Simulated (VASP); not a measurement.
# Se (Im-3m) in VASP: further runs

Runs on Se. Level: PBEsol. Tasks: single point.

All numbers are computed with VASP 6.6.1; they aren't measurements. Logs are shortened: lines on timing, memory, paths and dates and some standing lists are left out, and cuts for length are marked.

## (1) The cell of the first run

It takes space group Im-3m (No. 229, cubic). The conventional cell has a = 3.407 Å, b = 3.407 Å, c = 3.407 Å, α = 90.00°, β = 90.00°, γ = 90.00°. Se (site symmetry m-3m) has 14 Se at 2.95 to 3.41 Å within 3.9 Å.

## (2) Single point, PBEsol

INCAR

```
SYSTEM = Se
PREC = Accurate ; ENCUT = 520
EDIFF = 1E-7 ; ISMEAR = 0
SIGMA = 0.1 ; LREAL = .False.
LASPH = .True. ; NELM = 80
ALGO = Normal ; ISIF = 2
LWAVE = .False. ; LCHARG = .False.
GGA = PS ; NBANDS = 9
```

KPOINTS

```
regular mesh
0
Gamma
  8 8 8
  0 0 0
```

POSCAR

```
Se
1.0
   -1.7034486149      1.7034486149      1.7034486149
    1.7034486149     -1.7034486149      1.7034486149
    1.7034486149      1.7034486149     -1.7034486149
Se
1
Direct
    0.0000000000      0.0000000000      0.0000000000
```

Potentials or basis: VASP PAW PBE potentials, release 64 (Se).

Started as:

```sh
$ cat potpaw_PBE.64/Se/POTCAR > POTCAR
$ mpirun -np 1 vasp_std > vasp.out
```

OUTCAR:

```text
SYSTEM = Se
   PREC = Accurate
   ENCUT = 520
   EDIFF = 1E-7
   ISMEAR = 0
   LREAL = .False.
   LASPH = .True.
   NELM = 80
   ISIF = 2
   GGA = PS

 ion  position               nearest neighbor table
   1  0.000  0.000  0.000-

  LATTYP: Found a body centered cubic cell.
 ALAT       =     3.4068972298

  Lattice vectors:

 A1 = (  -1.7034486149,   1.7034486149,   1.7034486149)
 A2 = (   1.7034486149,  -1.7034486149,   1.7034486149)
 A3 = (   1.7034486149,   1.7034486149,  -1.7034486149)

Analysis of symmetry for initial positions (statically):
=====================================================================
 Subroutine PRICEL returns:
 Original cell was already a primitive cell.

 Routine SETGRP: Setting up the symmetry group for a
 body centered cubic supercell.

 Subroutine GETGRP returns: Found 48 space group operations
 (whereof 48 operations were pure point group operations)
 out of a pool of 48 trial point group operations.

The static configuration has the point symmetry O_h .

Analysis of symmetry for dynamics (positions and initial velocities):
=====================================================================
 Subroutine PRICEL returns:
 Original cell was already a primitive cell.

 Routine SETGRP: Setting up the symmetry group for a
 body centered cubic supercell.

 Subroutine GETGRP returns: Found 48 space group operations
 (whereof 48 operations were pure point group operations)
 out of a pool of 48 trial point group operations.

The dynamic configuration has the point symmetry O_h .

 Subroutine INISYM returns: Found 48 space group operations
 (whereof 48 operations are pure point group operations),
 and found     1 'primitive' translations

----------------------------------------------------------------------------------------

                                     Primitive cell

  volume of cell :      19.7718

  direct lattice vectors                    reciprocal lattice vectors
    -1.703448615  1.703448615  1.703448615     0.000000000  0.293522209  0.293522209
     1.703448615 -1.703448615  1.703448615     0.293522209  0.000000000  0.293522209
     1.703448615  1.703448615 -1.703448615     0.293522209  0.293522209  0.000000000

  length of vectors
     2.950459549  2.950459549  2.950459549     0.415103089  0.415103089  0.415103089

[... 73 lines left out ...]
   LNONCOLLINEAR =      F non collinear calculations
   LSORBIT =      F    spin-orbit coupling
   LASPH  =      T    aspherical Exc in radial PAW
   ENCUT  =  520.0 eV  38.22 Ry    6.18 a.u.   5.49  5.49  5.49*2*pi/ulx,y,z
   NELM   =     80;   NELMIN=  2; NELMDL= -5     # of ELM steps
   EDIFF  = 0.1E-06   stopping-criterion for ELM
   LREAL  =      F    real-space projection
   EDIFFG = 0.1E-05   stopping-criterion for IOM
   NSW    =      0    number of steps for IOM
   IBRION =     -1    ionic relax: 0-MD 1-quasi-New 2-CG
   NFREE  =      0    steps in history (QN), initial steepest desc. (CG)
   ISIF   =      2    stress and relaxation
   ISYM   =      2    0-nonsym 1-usesym 2-fastsym
   POTIM  = 0.5000    time-step for ionic-motion
   TEBEG  =    0.0;   TEEND  =   0.0 temperature during run
   PSTRESS=    0.0 pullay stress
   NELECT =       6.0000    total number of electrons
   NUPDOWN=      -1.0000    fix difference up-down
   EMIN   =  10.00;   EMAX   =-10.00  energy-range for DOS
   EFERMI =   0.00;   METHOD = LEGACY
   ISMEAR =     0;   SIGMA  =   0.10  broadening in eV -4-tet -1-fermi 0-gaus
   EFERMI_NEDOS =   21; number of points for ismear=-14 and -15
   IALGO  =     38    algorithm
   IMIX   =      4    mixing-type and parameters
     AMIX     =   0.40;   BMIX     =  1.00
     AMIX_MAG =   1.60;   BMIX_MAG =  1.00
  volume/ion in A,a.u.               =      19.77       133.43
  Fermi-wavevector in a.u.,A,eV,Ry     =   1.100127  2.078939 16.466855  1.210280
  Thomas-Fermi vector in A             =   2.236533
   LORBIT       =      0    0 simple, 1 ext, 2 COOP (PROOUT), +10 PAW based schemes
   GGA     = PS    functional components
   LHFCALC =     F    Hartree Fock is set to
   AEXX    =    0.0000 exact exchange contribution
   IVDW    =     0    specifies the selected vdW correction
   LEPSILON=     F    determine dielectric tensor
   LRPA    =     F    only Hartree local field effects (RPA)
 non-spin polarized calculation
 Gauss-broadening in eV      SIGMA  =   0.10
  energy-cutoff  :      520.00
  volume of cell :       19.77
 maximum number of plane-waves:       555
 NGX is ok and might be reduce to    24
   NGX = 11   NGY = 11   NGZ = 11

 number of electron       6.0000000 magnetization

 Free energy of the ion-electron system (eV)
  ---------------------------------------------------
  ext. energy  EPLUGINS =         0.00000000
  ---------------------------------------------------
  free energy    TOTEN  =        -3.43402049 eV

  energy without entropy =       -3.42683291  energy(sigma->0) =       -3.43042670

 E-fermi :   5.5162     XC(G=0): -10.8510

 val. band max:        5.4955334996   @ k =   0.2500   0.1250   0.1250
 cond. band min:       5.7817221419   @ k =   0.5000   0.0000   0.0000
 fundamental gap:      0.2861886423
 Fermi energy:         5.5162252283

 k-point     1 :       0.0000    0.0000    0.0000
  band No.  band energies     occupation
      1     -10.6536      2.00000
      2       8.8513      0.00000
      3       8.8513      0.00000
      4       8.8513      0.00000
      5      17.1152      0.00000
      6      18.1891      0.00000
      7      18.1891      0.00000
      8      18.1891      0.00000
      9      21.1854      0.00000
[... 265 lines left out ...]
 k-point    24 :      -0.3750    0.3750    0.2500
  band No.  band energies     occupation
      1      -6.8071      2.00000
      2       1.4052      2.00000
      3       4.0438      2.00000
      4       4.7180      2.00000
      5      12.1183      0.00000
      6      16.5324      0.00000
      7      19.3942      0.00000
      8      20.3820      0.00000
      9      25.1997      0.00000

 [... further k-points ...]
[... 5 lines left out ...]
  --------------------------------------------------------------------------------------
  -------------------------------------------------------------------------------------
  Total       -0.3258731     -0.3258731     -0.3258731     -0.0000000     -0.0000000      0.0000000
  in kB      -26.4065677    -26.4065677    -26.4065677     -0.0000000     -0.0000000      0.0000000
  external PRESSURE =     -26.4065677 kB  Pullay stress =       0.0000000 kB

 VOLUME and BASIS-vectors are now :
 -----------------------------------------------------------------------------
  energy-cutoff  :      520.00
  volume of cell :       19.77
      direct lattice vectors                 reciprocal lattice vectors
    -1.703448615  1.703448615  1.703448615     0.000000000  0.293522209  0.293522209
     1.703448615 -1.703448615  1.703448615     0.293522209  0.000000000  0.293522209
     1.703448615  1.703448615 -1.703448615     0.293522209  0.293522209  0.000000000

 POSITION                                       TOTAL-FORCE (eV/Angst)
 -----------------------------------------------------------------------------------
      0.00000      0.00000      0.00000         0.000000     -0.000000      0.000000
 -----------------------------------------------------------------------------------
    total drift:                                0.000000     -0.000000     -0.000000

  FREE ENERGIE OF THE ION-ELECTRON SYSTEM (eV)
  ---------------------------------------------------
  free  energy   TOTEN  =        -3.4340204896 eV

  energy  without entropy=       -3.4268329107  energy(sigma->0) =       -3.43042670
```

OSZICAR:

```text
N       E                     dE             d eps       ncg     rms          rms(c)
DAV:   1     0.804059540958E+01    0.80406E+01   -0.29390E+03   522   0.574E+02
DAV:   2    -0.321218641668E+01   -0.11253E+02   -0.11023E+02   727   0.768E+01
DAV:   3    -0.343692596105E+01   -0.22474E+00   -0.22431E+00   623   0.951E+00
DAV:   4    -0.343728463907E+01   -0.35868E-03   -0.35867E-03   717   0.413E-01
DAV:   5    -0.343728491615E+01   -0.27709E-06   -0.27689E-06   609   0.101E-02    0.329E+00
DAV:   6    -0.343461795985E+01    0.26670E-02   -0.36159E-03   590   0.301E-01    0.194E+00
DAV:   7    -0.343403650002E+01    0.58146E-03   -0.57406E-03   586   0.384E-01    0.860E-02
DAV:   8    -0.343402052900E+01    0.15971E-04   -0.15937E-04   573   0.725E-02    0.853E-03
DAV:   9    -0.343402058861E+01   -0.59609E-07   -0.11985E-06   699   0.918E-03    0.453E-03
DAV:  10    -0.343402048960E+01    0.99001E-07   -0.24280E-07   592   0.301E-03
   1 F= -.34340205E+01 E0= -.34304267E+01  d E =-.718758E-02
```

Wall time 7 s (1 thread of Intel Xeon 8259CL, shared host); peak memory 0.13 GiB.

What came out:

- Free energy: -3.4340 eV
- Pressure: -2.6 GPa
- Band gap on the k mesh: zero (band 3 reaches 8.85 eV, above the bottom of band 4 at 1.82 eV)

Caveat: the PAW data sets were made with another functional, which shifts forces and pressure a little.

## (3) Single point, PBEsol (volume scaled by 0.94)

INCAR

```
PREC = Accurate ; ENCUT = 520
EDIFF = 1E-6 ; ISMEAR = 0
SIGMA = 0.1 ; LREAL = F
LASPH = T ; NELM = 60
ALGO = Normal ; ISIF = 2
LWAVE = F ; LCHARG = F
GGA = PS ; NBANDS = 9
```

KPOINTS

```
Automatic mesh
0
Gamma
  18 18 18
```

POSCAR

```
Se
1.0
   -1.6532099040      1.6532099040      1.6532099040
    1.6532099040     -1.6532099040      1.6532099040
    1.6532099040      1.6532099040     -1.6532099040
Se
1
Direct
    0.0000000000      0.0000000000      0.0000000000
```

Potentials or basis: VASP PAW PBE potentials, release 64 (Se).

Started as:

```sh
$ cat potpaw_PBE.64/Se/POTCAR > POTCAR
$ mpirun -np 1 vasp_std > vasp.out
```

Wall time 22 s (1 thread of Intel Xeon 8259CL, shared host); peak memory 0.16 GiB.

Results (log left out):

- Free energy: -3.3783 eV
- Pressure: 6.4 GPa
- Band gap on the k mesh: zero (band 3 reaches 10.53 eV, above the bottom of band 4 at 3.20 eV)

Levels at points of the mesh, in eV from the Fermi level:
| k point | band 1 | band 2 | band 3 | band 4 | band 5 | band 6 | band 7 |
| --- | --- | --- | --- | --- | --- | --- | --- |
| (0.00, 0.00, 0.00) | -17.29 | 3.60 | 3.60 | 3.60 | 12.65 | 12.65 | 12.65 |
| (0.50, 0.00, 0.00) | -13.09 | -7.70 | 0.08 | 2.46 | 6.93 | 8.13 | 17.97 |
| (0.50, 0.50, 0.50) | -10.06 | -3.73 | -3.73 | -3.73 | 3.41 | 3.41 | 23.88 |

Caveat: the cell differs from its parent crystal (volume scaled by 0.94); the PAW data sets were made with another functional, which shifts forces and pressure a little.

## (4) Single point, PBEsol (volume scaled by 0.97)

INCAR

```
SYSTEM = Se
  PREC = Accurate
  ENCUT = 520
  EDIFF = 1E-7
  ISMEAR = 0
  SIGMA = 0.1
  LREAL = .False.
  LASPH = .True.
  NELM = 100
  ALGO = Normal
  ISIF = 2
  LWAVE = .False.
  LCHARG = .False.
  GGA = PS
  NBANDS = 9
```

KPOINTS

```
regular mesh
0
Gamma
  18 18 18
  0 0 0
```

POSCAR

```
Se
1.0
   -1.6706133925      1.6706133925      1.6706133925
    1.6706133925     -1.6706133925      1.6706133925
    1.6706133925      1.6706133925     -1.6706133925
Se
1
Direct
    0.0000000000      0.0000000000      0.0000000000
```

Started as:

```sh
$ cat potpaw_PBE.64/Se/POTCAR > POTCAR
$ mpirun -np 1 vasp_std > vasp.out
```

Run time: 27 s. Hardware: 1 thread of Intel Xeon 8259CL, shared host; peak memory 0.16 GiB.

The run converged. Its results:

```yaml
Free_energy: -3.3950 eV
Pressure: 3.0 GPa
Band_gap_on_the_k_mesh: zero (band 3 reaches 9.93 eV, above the bottom of band 4 at 2.92 eV)
```

Levels at points of the mesh, in eV from the Fermi level:
```
           k point  band 1  band 2  band 3  band 4  band 5  band 6  band 7  band 8
(0.00, 0.00, 0.00)  -16.98    3.40    3.40    3.40   12.19   12.56   12.56   12.56
(0.50, 0.00, 0.00)  -13.00   -7.43    0.05    2.35    6.88    8.16   17.76   18.62
(0.50, 0.50, 0.50)  -10.16   -3.61   -3.61   -3.61    3.55    3.55   23.51   23.51
```

Caveat: the cell differs from its parent crystal (volume scaled by 0.97); the PAW data sets were made with another functional, which shifts forces and pressure a little.

## (5) Single point, PBEsol

This run uses another cell than the first one, of 19.23 Å³/atom, 0.972 times its volume.

INCAR

```
PREC = Accurate
ENCUT = 520
EDIFF = 1E-6
ISMEAR = 0
SIGMA = 0.1
LREAL = F
LASPH = T
NELM = 100
ALGO = Normal
ISIF = 2
LWAVE = F
LCHARG = T
GGA = PS
LELF = T
LVHAR = T
NBANDS = 9
```

KPOINTS

```
regular mesh
0
Gamma
  18 18 18
```

POSCAR

```
Se
1.0
   -1.6876616454      1.6876616454      1.6876616454
    1.6876616454     -1.6876616454      1.6876616454
    1.6876616454      1.6876616454     -1.6876616454
Se
1
Direct
    0.0000000000      0.0000000000      0.0000000000
```

Started as:

```sh
$ cat potpaw_PBE.64/Se/POTCAR > POTCAR
$ mpirun -np 1 vasp_std > vasp.out
```

Wall time 23 s (1 thread of Intel Xeon 8259CL, shared host); peak memory 0.16 GiB.

The run converged. Its results:

```
Free energy            : -3.4004 eV
Pressure               : 0.1 GPa
Band gap on the k mesh : zero (band 3 reaches 9.36 eV, above the bottom of band 4 at 2.65 eV)
```

Levels at points of the mesh, in eV from the Fermi level:
```
           k point  band 1  band 2  band 3  band 4  band 5  band 6  band 7  band 8
(0.00, 0.00, 0.00)  -16.69    3.23    3.23    3.23   11.74   12.48   12.48   12.48
(0.50, 0.00, 0.00)  -12.91   -7.18    0.02    2.25    6.84    8.19   17.56   18.35
(0.50, 0.50, 0.50)  -10.25   -3.49   -3.49   -3.49    3.69    3.69   23.17   23.17
```

Caveat: the PAW data sets were made with another functional, which shifts forces and pressure a little.

## (6) Summary

```csv
cell,k mesh,gap on the mesh (eV),pressure (GPa)
"a = 2.950 Å, angles 109.5°, 1 atom",8 × 8 × 8,none,-2.6
"a = 2.863 Å, angles 109.5°, 1 atom",18 × 18 × 18,none,6.4
"a = 2.894 Å, angles 109.5°, 1 atom",18 × 18 × 18,none,3.0
"a = 2.923 Å, angles 109.5°, 1 atom",18 × 18 × 18,none,0.1
```

Alike in all rows: task single point; level PBEsol; potentials or basis VASP PAW PBE potentials, release 64 (Se); no spin polarisation; cutoff (eV) 520; smearing gaussian 0.1 eV.

Caveats: the PAW data sets were made with another functional, which shifts forces and pressure a little.

Absolute energies hang on the potentials; compare differences alone.
